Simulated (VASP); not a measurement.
# SrO in VASP: a series of runs, part 2 of 2

VASP 6.6.1.

### Step 4. Single point, PBE

This run uses another cell than the first one: it holds 8 atoms, not 4.

INCAR reads:

```
PREC = Accurate
ENCUT = 520
EDIFF = 1E-6
ISMEAR = 0
SIGMA = 0.1
LREAL = False
LASPH = True
NELM = 80
ALGO = Normal
ISIF = 2
LWAVE = False
LCHARG = True
GGA = PE
LELF = True
LVHAR = True
NBANDS = 42
```

KPOINTS reads:

```
regular mesh
0
Gamma
  4 2 2
```

POSCAR reads:

```
SrO
1.0
   -2.8377248023     -0.0042910594     -2.7780106137
   -2.8449048520     -5.6180734908      2.7761548354
   -2.8284246897      5.6121319978      2.7784488583
Sr O
4 4
Direct
    0.0001377956      0.7499949723      0.2498895528
    0.5002454980      0.2500160750      0.2498753293
    0.5003062776      0.7498112958      0.7499079793
    0.0003773817      0.2497935085      0.7498623595
    0.4995784997      0.8752405249      0.1251488219
   -0.0002847878      0.3751990001      0.1250835565
   -0.0002100368      0.8749579313      0.6251179927
    0.4998493721      0.3749866922      0.6251144079
```

Potentials or basis: VASP PAW PBE potentials, release 64 (Sr_sv, O).

Run with:

```sh
$ cat potpaw_PBE.64/Sr_sv/POTCAR potpaw_PBE.64/O/POTCAR > POTCAR
$ mpirun -np 1 vasp_std > vasp.out
```

OUTCAR:

```text
PREC = Accurate
   ENCUT = 520
   EDIFF = 1E-6
   ISMEAR = 0
   LREAL = False
   LASPH = True
   NELM = 80
   ISIF = 2
   GGA = PE

 ion  position               nearest neighbor table
   1  0.000  0.750  0.250-   7 2.43   5 2.43   6 2.43   5 2.43   2 3.95   2 3.95   3 3.95   3 3.95
                             4 3.97   4 3.97   3 3.99   3 3.99   2 4.00   2 4.00
   2  0.500  0.250  0.250-   6 2.43   8 2.43   5 2.43   6 2.43   1 3.95   1 3.95   4 3.95   4 3.95
                             3 3.97   3 3.97   4 3.99   4 3.99   1 4.00   1 4.00
   3  0.500  0.750  0.750-   7 2.43   5 2.43   8 2.43   7 2.43   4 3.95   4 3.95   1 3.95   1 3.95
                             2 3.97   2 3.97   1 3.99   1 3.99   4 4.00   4 4.00
   4  0.000  0.250  0.750-   8 2.43   6 2.43   7 2.43   8 2.43   3 3.95   3 3.95   2 3.95   2 3.95
                             1 3.97   1 3.97   2 3.99   2 3.99   3 4.00   3 4.00
   5  0.500  0.875  0.125-   3 2.43   1 2.43   2 2.43   1 2.43
   6  1.000  0.375  0.125-   4 2.43   2 2.43   1 2.43   2 2.43
   7  1.000  0.875  0.625-   3 2.43   1 2.43   4 2.43   3 2.43
   8  0.500  0.375  0.625-   4 2.43   2 2.43   3 2.43   4 2.43

  LATTYP: Found a triclinic cell.
 ALAT       =     3.9711513994
 B/A-ratio  =     2.7978347637
 C/A-ratio  =     2.0130060675
 COS(alpha) =     0.0005349485
 COS(beta)  =     0.5088965855
 COS(gamma) =     0.6996844750

  Lattice vectors:

 A1 = (  -2.8377248023,  -0.0042910594,  -2.7780106137)
 A2 = (  -0.0021200629,  -0.0026406258, -11.1106249211)
 A3 = (  -5.6826296543,  -5.6223645502,  -0.0018557783)

Analysis of symmetry for initial positions (statically):
=====================================================================
 Subroutine PRICEL returns:
 Original cell was already a primitive cell.

 Routine SETGRP: Setting up the symmetry group for a
 triclinic supercell.

 Subroutine GETGRP returns: Found  1 space group operations
 (whereof  1 operations were pure point group operations)
 out of a pool of  2 trial point group operations.

The static configuration has the point symmetry C_1 .

Analysis of symmetry for dynamics (positions and initial velocities):
=====================================================================
 Subroutine PRICEL returns:
 Original cell was already a primitive cell.

 Routine SETGRP: Setting up the symmetry group for a
 triclinic supercell.

 Subroutine GETGRP returns: Found  1 space group operations
 (whereof  1 operations were pure point group operations)
 out of a pool of  2 trial point group operations.

The dynamic configuration has the point symmetry C_1 .

 Subroutine INISYM returns: Found  1 space group operations
 (whereof  1 operations are pure point group operations),
 and found     1 'primitive' translations

----------------------------------------------------------------------------------------

                                     Primitive cell

  volume of cell :     177.0046

  direct lattice vectors                    reciprocal lattice vectors
    -2.837724802 -0.004291059 -2.778010614    -0.176208308  0.000295347 -0.179974324
    -2.844904852 -5.618073491  2.776154835    -0.088012637 -0.088934801  0.090041869
    -2.828424690  5.612131998  2.778448858    -0.088240545  0.089156673  0.089999586

  length of vectors
[... 59 lines left out ...]
  0.500000 -0.000000  0.500000      1.000000
  0.000000  0.500000  0.500000      1.000000
  0.250000  0.500000  0.500000      2.000000
  0.500000  0.500000  0.500000      1.000000
   k-points           NKPTS =     12   k-points in BZ     NKDIM =     12   number of bands    NBANDS=     42
   number of dos      NEDOS =    301   number of ions     NIONS =      8
   total plane-waves  NPLWV =  87480
   dimension x,y,z NGX =    30 NGY =   54 NGZ =   54
   dimension x,y,z NGXF=    60 NGYF=  108 NGZF=  108
   ions per type =               4   4
   NGX,Y,Z   is equivalent  to a cutoff of  12.56, 13.04, 13.06 a.u.
   NGXF,Y,Z  is equivalent  to a cutoff of  25.12, 26.09, 26.13 a.u.
 SYSTEM =  unknown system
   PREC   = accura    normal or accurate (medium, high low for compatibility)
   ISTART =      0    job   : 0-new  1-cont  2-samecut
   ICHARG =      2    charge: 1-file 2-atom 10-const
   ISPIN  =      1    spin polarized calculation?
   LNONCOLLINEAR =      F non collinear calculations
   LSORBIT =      F    spin-orbit coupling
   LASPH  =      T    aspherical Exc in radial PAW
   ENCUT  =  520.0 eV  38.22 Ry    6.18 a.u.   7.38 12.80 12.78*2*pi/ulx,y,z
   NELM   =     80;   NELMIN=  2; NELMDL= -5     # of ELM steps
   EDIFF  = 0.1E-05   stopping-criterion for ELM
   LREAL  =      F    real-space projection
   EDIFFG = 0.1E-04   stopping-criterion for IOM
   NSW    =      0    number of steps for IOM
   IBRION =     -1    ionic relax: 0-MD 1-quasi-New 2-CG
   NFREE  =      0    steps in history (QN), initial steepest desc. (CG)
   ISIF   =      2    stress and relaxation
   ISYM   =      2    0-nonsym 1-usesym 2-fastsym
   POTIM  = 0.5000    time-step for ionic-motion
   TEBEG  =    0.0;   TEEND  =   0.0 temperature during run
   PSTRESS=    0.0 pullay stress
   NELECT =      64.0000    total number of electrons
   NUPDOWN=      -1.0000    fix difference up-down
   EMIN   =  10.00;   EMAX   =-10.00  energy-range for DOS
   EFERMI =   0.00;   METHOD = LEGACY
   ISMEAR =     0;   SIGMA  =   0.10  broadening in eV -4-tet -1-fermi 0-gaus
   EFERMI_NEDOS =   21; number of points for ismear=-14 and -15
   IALGO  =     38    algorithm
   IMIX   =      4    mixing-type and parameters
     AMIX     =   0.40;   BMIX     =  1.00
     AMIX_MAG =   1.60;   BMIX_MAG =  1.00
  volume/ion in A,a.u.               =      22.13       149.31
  Fermi-wavevector in a.u.,A,eV,Ry     =   1.166290  2.203969 18.507094  1.360233
  Thomas-Fermi vector in A             =   2.302805
   LORBIT       =      0    0 simple, 1 ext, 2 COOP (PROOUT), +10 PAW based schemes
   GGA     = PE    functional components
   LHFCALC =     F    Hartree Fock is set to
   AEXX    =    0.0000 exact exchange contribution
   IVDW    =     0    specifies the selected vdW correction
   LEPSILON=     F    determine dielectric tensor
   LRPA    =     F    only Hartree local field effects (RPA)
 non-spin polarized calculation
 Gauss-broadening in eV      SIGMA  =   0.10
  energy-cutoff  :      520.00
  volume of cell :      177.00
 maximum number of plane-waves:      4790
 NGX is ok and might be reduce to    30

 number of electron      63.9999980 magnetization

 Free energy of the ion-electron system (eV)
  ---------------------------------------------------
  ext. energy  EPLUGINS =         0.00000000
  ---------------------------------------------------
  free energy    TOTEN  =       -47.05916359 eV

  energy without entropy =      -47.05916359  energy(sigma->0) =      -47.05916359

 E-fermi :   0.6845     XC(G=0):  -8.5568

 val. band max:        0.2262828931   @ k =   0.5000   0.5000   0.5000
 cond. band min:       2.7067555958   @ k =   0.0000   0.0000   0.0000
 fundamental gap:      2.4804727027
 Fermi energy:         0.6845058344

 k-point     1 :       0.0000    0.0000    0.0000
  band No.  band energies     occupation
      1     -32.0479      2.00000
      2     -31.9920      2.00000
      3     -31.9916      2.00000
      4     -31.9734      2.00000
      5     -15.9850      2.00000
      6     -15.8196      2.00000
[... 529 lines left out ...]
     41       7.7344      0.00000
     42       7.7584      0.00000

------------------------ aborting loop because EDIFF is reached ----------------------------------------

  FORCE on cell =-STRESS in cart. coord.  units (eV):
  Direction    XX          YY          ZZ          XY          YZ          ZX
  --------------------------------------------------------------------------------------
  -------------------------------------------------------------------------------------
  Total        0.2629225      0.4376185      0.5477582     -0.0782957     -0.0152782     -0.0167452
  in kB        2.3798735      3.9611544      4.9580969     -0.7087026     -0.1382926     -0.1515708
  external PRESSURE =       3.7663749 kB  Pullay stress =       0.0000000 kB

 VOLUME and BASIS-vectors are now :
 -----------------------------------------------------------------------------
  energy-cutoff  :      520.00
  volume of cell :      177.00
      direct lattice vectors                 reciprocal lattice vectors
    -2.837724802 -0.004291059 -2.778010614    -0.176208308  0.000295347 -0.179974324
    -2.844904852 -5.618073491  2.776154835    -0.088012637 -0.088934801  0.090041869
    -2.828424690  5.612131998  2.778448858    -0.088240545  0.089156673  0.089999586

 POSITION                                       TOTAL-FORCE (eV/Angst)
 -----------------------------------------------------------------------------------
     -2.84085     -2.81111      2.77602        -0.000790      0.000440     -0.000363
     -2.83758     -0.00442     -0.00134        -0.000388      0.001007     -0.000287
     -5.67393     -0.00606      2.77532        -0.000486      0.000158     -0.000218
     -2.83264      2.80497      2.77587        -0.000366      0.000141      0.000017
     -4.26162     -4.21696      1.38969         0.000824      0.000402     -0.000777
     -4.25811     -1.41020     -1.38807         0.000536      0.000017      0.000342
     -7.09440     -1.41162      1.38845         0.000285     -0.001124      0.000850
     -4.25333      1.39938      1.38928         0.000385     -0.001040      0.000437
 -----------------------------------------------------------------------------------
    total drift:                                0.000122      0.000069      0.000277

  FREE ENERGIE OF THE ION-ELECTRON SYSTEM (eV)
  ---------------------------------------------------
  free  energy   TOTEN  =       -47.0591635946 eV

  energy  without entropy=      -47.0591635946  energy(sigma->0) =      -47.05916359
```

Wall time 68 s (1 thread of Intel Xeon Platinum 8559C (Emerald Rapids), shared host); peak memory 0.3 GiB.

Results:

| Item | Value |
| --- | --- |
| Free energy | -47.0592 eV |
| Pressure | 0.4 GPa |
| Band gap on the k mesh | 2.48 eV |

Stress tensor (GPa, compression positive):
```
 0.24 -0.07 -0.02
-0.07  0.40 -0.01
-0.02 -0.01  0.50
```

Levels at points of the mesh, in eV from the valence-band top:
| k point | band 28 | band 29 | band 30 | band 31 | band 32 | band 33 | band 34 | band 35 | band 36 | band 37 |
| --- | --- | --- | --- | --- | --- | --- | --- | --- | --- | --- |
| (0.00, 0.00, 0.00) | -0.52 | -0.50 | -0.50 | -0.02 | 0.00 | 2.48 | 4.54 | 5.23 | 5.24 | 5.70 |
| (0.50, 0.00, 0.00) | -0.57 | -0.46 | -0.46 | 0.00 | 0.00 | 4.54 | 4.54 | 4.89 | 4.89 | 5.64 |
| (0.00, 0.50, 0.00) | -0.64 | -0.32 | -0.32 | -0.26 | -0.26 | 4.04 | 4.04 | 4.84 | 4.84 | 5.91 |
| (0.50, 0.50, 0.00) | -0.31 | -0.27 | -0.27 | -0.25 | -0.25 | 4.81 | 4.81 | 4.86 | 4.86 | 5.88 |
| (0.00, 0.00, 0.50) | -0.64 | -0.32 | -0.32 | -0.26 | -0.26 | 4.05 | 4.05 | 4.83 | 4.83 | 5.91 |
| (0.50, 0.00, 0.50) | -0.31 | -0.27 | -0.27 | -0.25 | -0.25 | 4.82 | 4.82 | 4.85 | 4.85 | 5.88 |
| (0.00, 0.50, 0.50) | -0.46 | -0.46 | -0.46 | -0.41 | -0.41 | 4.56 | 4.56 | 4.89 | 4.89 | 5.68 |
| (0.50, 0.50, 0.50) | -0.49 | -0.02 | -0.01 | -0.01 | 0.00 | 4.50 | 4.57 | 5.23 | 5.24 | 5.68 |

Caveat: the k points lie up to 0.49 Å⁻¹ apart.

### Step 5. Summary

```tsv
cell	k mesh	gap on the mesh (eV)	pressure (GPa)
a = 3.955, b = 3.960, c = 5.669 Å, 4 atoms	4 × 4 × 4	2.47	0.2
a = 3.969, b = 6.875, c = 6.875 Å, angles 109.5, 90.0, 90.0°, 8 atoms	4 × 2 × 2	2.48	0.4
a = 3.971, b = 6.882, c = 6.871 Å, angles 109.5, 89.4, 89.2°, 8 atoms	4 × 2 × 2	2.48	0.4
```

Alike in all rows: task single point; level PBE; potentials or basis VASP PAW PBE potentials, release 64 (Sr_sv, O); no spin polarisation; cutoff (eV) 520; smearing gaussian 0.1 eV.

Caveats: some runs use coarse meshes.

Absolute energies hang on the potentials; compare differences alone.
